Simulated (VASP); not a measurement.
# C (Cmce) in VASP: notebook, part 2 of 3

VASP 6.6.1. Earlier steps stand in the parts before.

### Step 3. Single point, PBE

This run uses another cell than the first one, of 6.02 Å³/atom, 1.056 times its volume.

Input file INCAR:

```
SYSTEM = C
PREC = Accurate ; ENCUT = 520
EDIFF = 1E-7 ; ISMEAR = 0
SIGMA = 0.1 ; LREAL = .False.
LASPH = .True. ; NELM = 80
ALGO = Normal ; ISIF = 2
LWAVE = .False. ; LCHARG = .False.
GGA = PE ; NBANDS = 26
```

Input file KPOINTS:

```
regular mesh
0
Gamma
  6 6 4
  0 0 0
```

Input file POSCAR:

```
C
1.0
    2.1818749758     -2.5261702978      0.0000000000
    2.1818749758      2.5261702978      0.0000000000
    0.0000000000      0.0000000000      4.3704703844
C
8
Direct
    0.3155549598      0.0458621553      0.4103080283
    0.4541378447      0.1844450402      0.0896919717
    0.0458621553      0.3155549598      0.5896919717
    0.1844450402      0.4541378447      0.9103080283
    0.9541378447      0.6844450402      0.4103080283
    0.6844450402      0.9541378447      0.5896919717
    0.8155549598      0.5458621553      0.0896919717
    0.5458621553      0.8155549598      0.9103080283
```

Potentials or basis: VASP PAW PBE potentials, release 64 (C).

The run is started by

```
$ cat potpaw_PBE.64/C/POTCAR > POTCAR
$ mpirun -np 1 vasp_std > vasp.out
```

OUTCAR:

```text
SYSTEM = C
   PREC = Accurate
   ENCUT = 520
   EDIFF = 1E-7
   ISMEAR = 0
   LREAL = .False.
   LASPH = .True.
   NELM = 80
   ISIF = 2
   GGA = PE

 ion  position               nearest neighbor table
   1  0.316  0.046  0.410-   2 1.53   6 1.53   3 1.57   5 1.58
   2  0.454  0.184  0.090-   1 1.53   8 1.53   4 1.57   7 1.58
   3  0.046  0.316  0.590-   4 1.53   5 1.53   1 1.57   6 1.58
   4  0.184  0.454  0.910-   3 1.53   7 1.53   2 1.57   8 1.58
   5  0.954  0.684  0.410-   7 1.53   3 1.53   6 1.57   1 1.58
   6  0.684  0.954  0.590-   8 1.53   1 1.53   5 1.57   3 1.58
   7  0.816  0.546  0.090-   5 1.53   4 1.53   8 1.57   2 1.58
   8  0.546  0.816  0.910-   6 1.53   2 1.53   7 1.57   4 1.58

  LATTYP: Found a base centered orthorhombic cell.
 ALAT       =     4.3637499516
 B/A-ratio  =     1.1577979150
 C/A-ratio  =     1.0015400591

  Lattice vectors:

 A1 = (   2.1818749758,  -2.5261702978,   0.0000000000)
 A2 = (   2.1818749758,   2.5261702978,   0.0000000000)
 A3 = (   0.0000000000,   0.0000000000,   4.3704703844)

Analysis of symmetry for initial positions (statically):
[... 190 lines left out ...]
 val. band max:        9.0633884915   @ k =   0.5000   0.5000   0.0000
 cond. band min:      11.8266916832   @ k =   0.0000   0.0000   0.0000
 fundamental gap:      2.7633031917
 Fermi energy:         9.4739802799

 k-point     1 :       0.0000    0.0000    0.0000
  band No.  band energies     occupation
      1     -12.1589      2.00000
      2      -7.4815      2.00000
      3      -5.1509      2.00000
      4      -3.4547      2.00000
      5      -2.4737      2.00000
      6      -0.5829      2.00000
[... 685 lines left out ...]
     25      19.7569      0.00000
     26      20.2526      0.00000

 [... further k-points ...]
[... 5 lines left out ...]
  --------------------------------------------------------------------------------------
  -------------------------------------------------------------------------------------
  Total        0.1610069      0.1768188      0.1887910      0.0000000      0.0000000      0.0000000
  in kB        5.3543204      5.8801507      6.2782872      0.0000000      0.0000000      0.0000000
  external PRESSURE =       5.8375861 kB  Pullay stress =       0.0000000 kB

 VOLUME and BASIS-vectors are now :
 -----------------------------------------------------------------------------
  energy-cutoff  :      520.00
  volume of cell :       48.18
      direct lattice vectors                 reciprocal lattice vectors
     2.181874976 -2.526170298  0.000000000     0.229160701 -0.197928065  0.000000000
     2.181874976  2.526170298  0.000000000     0.229160701  0.197928065  0.000000000
     0.000000000  0.000000000  4.370470384     0.000000000  0.000000000  0.228808323

 POSITION                                       TOTAL-FORCE (eV/Angst)
 -----------------------------------------------------------------------------------
      0.78857     -0.68129      1.79324         0.004071      0.000796     -0.003596
      1.39331     -0.68129      0.39200        -0.004071      0.000796      0.003596
      0.78857      0.68129      2.57723         0.004071     -0.000796      0.003596
      1.39331      0.68129      3.97847        -0.004071     -0.000796     -0.003596
      3.57518     -0.68129      1.79324        -0.004071      0.000796     -0.003596
      3.57518      0.68129      2.57723        -0.004071     -0.000796      0.003596
      2.97044     -0.68129      0.39200         0.004071      0.000796      0.003596
      2.97044      0.68129      3.97847         0.004071     -0.000796     -0.003596
 -----------------------------------------------------------------------------------
    total drift:                                0.000000     -0.000000     -0.000000

  FREE ENERGIE OF THE ION-ELECTRON SYSTEM (eV)
  ---------------------------------------------------
  free  energy   TOTEN  =       -71.0897060188 eV

  energy  without entropy=      -71.0897060187  energy(sigma->0) =      -71.08970602
```

OSZICAR:

```text
N       E                     dE             d eps       ncg     rms          rms(c)
DAV:   1     0.752678606332E+02    0.75268E+02   -0.16734E+04  2028   0.120E+03
DAV:   2    -0.681596845675E+02   -0.14343E+03   -0.13408E+03  2728   0.237E+02
DAV:   3    -0.737524928631E+02   -0.55928E+01   -0.55481E+01  2736   0.413E+01
DAV:   4    -0.738067478140E+02   -0.54255E-01   -0.54182E-01  2576   0.453E+00
DAV:   5    -0.738077366470E+02   -0.98883E-03   -0.98817E-03  2718   0.568E-01    0.110E+01
DAV:   6    -0.717575530850E+02    0.20502E+01   -0.14077E+00  2292   0.622E+00    0.650E+00
DAV:   7    -0.710823897603E+02    0.67516E+00   -0.15859E+00  2388   0.683E+00    0.151E+00
DAV:   8    -0.710893294352E+02   -0.69397E-02   -0.46181E-02  2536   0.121E+00    0.100E-01
DAV:   9    -0.710895936859E+02   -0.26425E-03   -0.14595E-03  2610   0.235E-01    0.422E-02
DAV:  10    -0.710896854506E+02   -0.91765E-04   -0.12017E-04  2510   0.710E-02    0.179E-02
DAV:  11    -0.710897037477E+02   -0.18297E-04   -0.16507E-05  2474   0.261E-02    0.493E-03
DAV:  12    -0.710897060795E+02   -0.23318E-05   -0.20698E-06  2444   0.959E-03    0.889E-04
DAV:  13    -0.710897060188E+02    0.60726E-07   -0.52528E-08  1968   0.158E-03
   1 F= -.71089706E+02 E0= -.71089706E+02  d E =-.186845E-10
```

stdout:

```text
POSCAR found type information on POSCAR C
 POSCAR found :  1 types and       8 ions
 scaLAPACK will be used
 LDA part: xc-table for (Slater+PW92), standard interpolation
 POSCAR, INCAR and KPOINTS ok, starting setup
 FFT: planning ... GRIDC
 FFT: planning ... GRID_SOFT
 FFT: planning ... GRID
 WAVECAR not read
 entering main loop
```

It took 29 s on 1 thread of Intel Xeon Platinum 8488C (Sapphire Rapids), shared host; peak memory 0.17 GiB.

Results:

| Item | Value |
| --- | --- |
| Free energy | -71.0897 eV |
| Pressure | 0.6 GPa |
| Largest force | 0.005 eV/Å |
| Band gap on the k mesh | 2.76 eV, indirect (least direct gap 4.63 eV) |

Forces in eV/Å, atoms in the order of the input:
```
C    0.004  0.001 -0.004
C   -0.004  0.001  0.004
C    0.004 -0.001  0.004
C   -0.004 -0.001 -0.004
C   -0.004  0.001 -0.004
C   -0.004 -0.001  0.004
C    0.004  0.001  0.004
C    0.004 -0.001 -0.004
```

Levels at points of the mesh, in eV from the valence-band top:
```
           k point  band 12  band 13  band 14  band 15  band 16  band 17  band 18  band 19  band 20  band 21
(0.00, 0.00, 0.00)    -5.41    -5.14    -4.02    -2.60    -1.87     2.76     3.73     4.98     6.73     6.95
(0.50, 0.00, 0.00)    -4.55    -4.03    -4.03    -3.15    -3.15     4.84     4.84     7.46     7.46     8.04
(0.50, 0.50, 0.00)    -6.12    -3.08    -0.38    -0.18     0.00     7.09     7.16     7.99     8.49     8.87
(0.00, 0.00, 0.50)    -6.72    -3.25    -3.25    -2.94    -2.94     4.66     4.66     6.08     6.08     6.47
(0.50, 0.00, 0.50)    -5.10    -4.76    -4.76    -3.69    -3.69     5.28     5.28     7.12     7.12     8.01
(0.50, 0.50, 0.50)    -4.59    -2.07    -2.07    -1.89    -1.89     4.75     4.75     7.73     7.73     9.23
```

A k mesh can miss the band edges. A hybrid or GW would open this gap; PBE tends to underestimate it.

### Step 4. Single point, PBE

This run uses another cell than the first one, of 6.02 Å³/atom, 1.056 times its volume.

Input file INCAR:

```
SYSTEM = C
  ALGO = Normal
  EDIFF = 1E-6
  ENCUT = 520
  GGA = PE
  ISIF = 2
  ISMEAR = 0
  LASPH = .TRUE.
  LCHARG = .FALSE.
  LREAL = .FALSE.
  LWAVE = .FALSE.
  NBANDS = 26
  NELM = 60
  PREC = Accurate
  SIGMA = 0.02
```

Input file KPOINTS:

```
k-points
0
G
  8 8 6
  0 0 0
```

POSCAR is that of step 3.

The run is started by

```
$ cat potpaw_PBE.64/C/POTCAR > POTCAR
$ mpirun -np 1 vasp_std > vasp.out
```

It took 56 s on 1 thread of Intel Xeon Platinum 8488C (Sapphire Rapids), shared host; peak memory 0.21 GiB.

Results (log left out):

```
Free energy            : -71.0897 eV
Pressure               : 0.6 GPa
Largest force          : 0.005 eV/Å
Band gap on the k mesh : 2.74 eV, indirect (least direct gap 4.63 eV)
```

Forces in eV/Å, atoms in the order of the input:
```
C    0.004  0.001 -0.003
C   -0.004  0.001  0.003
C    0.004 -0.001  0.003
C   -0.004 -0.001 -0.003
C   -0.004  0.001 -0.003
C   -0.004 -0.001  0.003
C    0.004  0.001  0.003
C    0.004 -0.001 -0.003
```

Levels at points of the mesh, in eV from the valence-band top:
| k point | band 12 | band 13 | band 14 | band 15 | band 16 | band 17 | band 18 | band 19 | band 20 | band 21 |
| --- | --- | --- | --- | --- | --- | --- | --- | --- | --- | --- |
| (0.00, 0.00, 0.00) | -5.41 | -5.14 | -4.02 | -2.60 | -1.87 | 2.76 | 3.73 | 4.98 | 6.73 | 6.95 |
| (0.50, 0.00, 0.00) | -4.55 | -4.03 | -4.03 | -3.15 | -3.15 | 4.84 | 4.84 | 7.46 | 7.46 | 8.04 |
| (0.50, 0.50, 0.00) | -6.12 | -3.08 | -0.38 | -0.18 | 0.00 | 7.09 | 7.16 | 7.99 | 8.49 | 8.87 |
| (0.00, 0.00, 0.50) | -6.72 | -3.25 | -3.25 | -2.94 | -2.94 | 4.66 | 4.66 | 6.08 | 6.08 | 6.47 |
| (0.50, 0.00, 0.50) | -5.10 | -4.76 | -4.76 | -3.69 | -3.69 | 5.28 | 5.28 | 7.12 | 7.12 | 8.01 |
| (0.50, 0.50, 0.50) | -4.59 | -2.07 | -2.07 | -1.89 | -1.89 | 4.75 | 4.75 | 7.73 | 7.73 | 9.23 |

### Step 5. Relaxation of cell and atoms, PBE

Input file INCAR:

```
SYSTEM = C
  ALGO = Normal
  EDIFF = 1E-7
  EDIFFG = -0.04
  ENCUT = 600
  GGA = PE
  IBRION = 2
  ISIF = 3
  ISMEAR = 0
  LASPH = .TRUE.
  LCHARG = .FALSE.
  LREAL = .FALSE.
  LWAVE = .FALSE.
  NELM = 80
  NSW = 90
  PREC = Accurate
  SIGMA = 0.1
```

Input file KPOINTS:

```
k-points
0
G
  6 6 4
  0 0 0
```

Input file POSCAR:

```
C
1.0
    2.1582290600     -2.4546516600      0.0000000000
    2.1582290600      2.4546516600      0.0000000000
    0.0000000000      0.0000000000      4.3051700700
C
8
Direct
    0.3068769000      0.0393005300      0.4095200300
    0.4606994700      0.1931231000      0.0904799700
    0.0393005300      0.3068769000      0.5904799700
    0.1931231000      0.4606994700      0.9095200300
    0.9606994700      0.6931231000      0.4095200300
    0.6931231000      0.9606994700      0.5904799700
    0.8068769000      0.5393005300      0.0904799700
    0.5393005300      0.8068769000      0.9095200300
```

Potentials or basis: VASP PAW PBE potentials, release 64 (C).

The run is started by

```
$ cat potpaw_PBE.64/C/POTCAR > POTCAR
$ mpirun -np 1 vasp_std > vasp.out
```

OUTCAR:

```text
SYSTEM = C
   EDIFF = 1E-7
   EDIFFG = -0.04
   ENCUT = 600
   GGA = PE
   IBRION = 2
   ISIF = 3
   ISMEAR = 0
   LASPH = .TRUE.
   LREAL = .FALSE.
   NELM = 80
   NSW = 90
   PREC = Accurate

 ion  position               nearest neighbor table
   1  0.307  0.039  0.410-   5 1.49   2 1.53   3 1.53   6 1.53
   2  0.461  0.193  0.090-   7 1.49   1 1.53   4 1.53   8 1.53
   3  0.039  0.307  0.590-   6 1.49   4 1.53   1 1.53   5 1.53
   4  0.193  0.461  0.910-   8 1.49   3 1.53   2 1.53   7 1.53
   5  0.961  0.693  0.410-   1 1.49   7 1.53   6 1.53   3 1.53
   6  0.693  0.961  0.590-   3 1.49   8 1.53   5 1.53   1 1.53
   7  0.807  0.539  0.090-   2 1.49   5 1.53   8 1.53   4 1.53
   8  0.539  0.807  0.910-   4 1.49   6 1.53   7 1.53   2 1.53

  LATTYP: Found a base centered orthorhombic cell.
 ALAT       =     4.3164581200
 B/A-ratio  =     1.1373452918
 C/A-ratio  =     0.9973848814
[... 903 lines left out ...]

  energy  without entropy=      -71.0354178623  energy(sigma->0) =      -71.03541786

[... ionic steps 4 to 7 ...]

--------------------------------------- Ionic step        8  -------------------------------------------

 number of electron      32.0000003 magnetization

------------------------ aborting loop because EDIFF is reached ----------------------------------------
[... 79 lines left out ...]
--------------------------------------- Ionic step       10  -------------------------------------------

 number of electron      32.0000002 magnetization

 Free energy of the ion-electron system (eV)
  ---------------------------------------------------
  ext. energy  EPLUGINS =         0.00000000
  ---------------------------------------------------
  free energy    TOTEN  =       -71.09666770 eV

  energy without entropy =      -71.09666770  energy(sigma->0) =      -71.09666770

 E-fermi :   9.5572     XC(G=0): -12.8321

 val. band max:        9.0857342802   @ k =   0.5000   0.5000   0.0000
 cond. band min:      11.8463002011   @ k =   0.0000   0.0000   0.0000
 fundamental gap:      2.7605659209
 Fermi energy:         9.5572247037

 k-point     1 :       0.0000    0.0000    0.0000
  band No.  band energies     occupation
      1     -12.1584      2.00000
      2      -7.4744      2.00000
      3      -5.1481      2.00000
      4      -3.4572      2.00000
      5      -2.4739      2.00000
      6      -0.5744      2.00000
[... 602 lines left out ...]
  FREE ENERGIE OF THE ION-ELECTRON SYSTEM (eV)
  ---------------------------------------------------
  free  energy   TOTEN  =       -71.0966677031 eV

  energy  without entropy=      -71.0966677031  energy(sigma->0) =      -71.09666770

 reached required accuracy - stopping structural energy minimisation
```

OSZICAR:

```text
N       E                     dE             d eps       ncg     rms          rms(c)
DAV:   1     0.115115699240E+03    0.11512E+03   -0.19114E+04  1638   0.167E+03
DAV:   2    -0.672032855829E+02   -0.18232E+03   -0.17249E+03  2316   0.291E+02
[... 88 lines left out ...]
DAV:   1    -0.710967341426E+02   -0.43546E-03   -0.84899E-02  1698   0.224E+00    0.884E-02
DAV:   2    -0.710967141377E+02    0.20005E-04   -0.11492E-03  2110   0.244E-01    0.524E-02
DAV:   3    -0.710966669326E+02    0.47205E-04   -0.10224E-04  1933   0.731E-02    0.732E-03
DAV:   4    -0.710966674455E+02   -0.51287E-06   -0.82643E-06  1988   0.203E-02    0.494E-03
DAV:   5    -0.710966676354E+02   -0.18994E-06   -0.40552E-07  1913   0.504E-03    0.135E-03
DAV:   6    -0.710966677031E+02   -0.67672E-07   -0.53684E-08  1209   0.165E-03
  10 F= -.71096668E+02 E0= -.71096668E+02  d E =-.368999E-03
```

It took 2.6 min on 1 thread of Intel Xeon Platinum 8488C (Sapphire Rapids), shared host; peak memory 0.18 GiB.

What came out:

```yaml
Free_energy: -71.0967 eV
Relaxed_volume: 6.02 Å³/atom
Relaxed_cell: a = 3.338 Å, b = 3.338 Å, c = 4.369 Å, α = 90.00°, β = 90.00°, γ = 98.40°
Space_group_after_relaxing_to_0.05_Å: Cmce (No. 64)
Energy_gained_by_relaxing: 65.2 meV/atom
Ionic_steps: 10
Pressure_after_relaxing: 0.3 GPa
Largest_force_after_relaxing: 0.033 eV/Å
Band_gap_on_the_k_mesh: 2.76 eV, indirect (least direct gap 4.64 eV)
```

Forces on the atoms (eV/Å):
```
C   -0.028  0.007 -0.017
C    0.028  0.007  0.017
C   -0.028 -0.007  0.017
C    0.028 -0.007 -0.017
C    0.028  0.007 -0.017
C    0.028 -0.007  0.017
C   -0.028  0.007  0.017
C   -0.028 -0.007 -0.017
```

The path:
| step | energy change (eV) | largest force (eV/Å) | pressure (GPa) | volume (Å³) |
| --- | --- | --- | --- | --- |
| 1 | 0.0000 | 2.5123 | 27.11 | 45.62 |
| 2 | 1.4654 | 3.6883 | -18.16 | 52.28 |
| 3 | -0.4606 | 0.6415 | 6.84 | 47.42 |
| 4 | -0.4640 | 0.5032 | 7.98 | 47.29 |
| 5 | -0.4643 | 0.4568 | 8.38 | 47.25 |
| 6 | -0.4630 | 0.4840 | -9.84 | 49.48 |
| 7 | -0.5178 | 0.0845 | -1.12 | 48.34 |
| 8 | -0.5203 | 0.1443 | -0.06 | 48.20 |
| 9 | -0.5215 | 0.0674 | -0.46 | 48.25 |
| 10 | -0.5218 | 0.0332 | 0.35 | 48.15 |

Final structure:
```yaml
crystal:
  lattice:
    - [2.18104, -2.52668, 0.00000]
    - [2.18104, 2.52668, 0.00000]
    - [0.00000, 0.00000, 4.36874]
  atoms:
    - { symbol: C, position: [0.31569, 0.04600, 0.41038] }
    - { symbol: C, position: [0.45400, 0.18431, 0.08962] }
    - { symbol: C, position: [0.04600, 0.31569, 0.58962] }
    - { symbol: C, position: [0.18431, 0.45400, 0.91038] }
    - { symbol: C, position: [0.95400, 0.68431, 0.41038] }
    - { symbol: C, position: [0.68431, 0.95400, 0.58962] }
    - { symbol: C, position: [0.81569, 0.54600, 0.08962] }
    - { symbol: C, position: [0.54600, 0.81569, 0.91038] }
```

A k mesh can miss the band edges. Expect the measured gap to be larger: semilocal functionals such as PBE lack the derivative discontinuity.

(Part 2 of 3 ends here.)
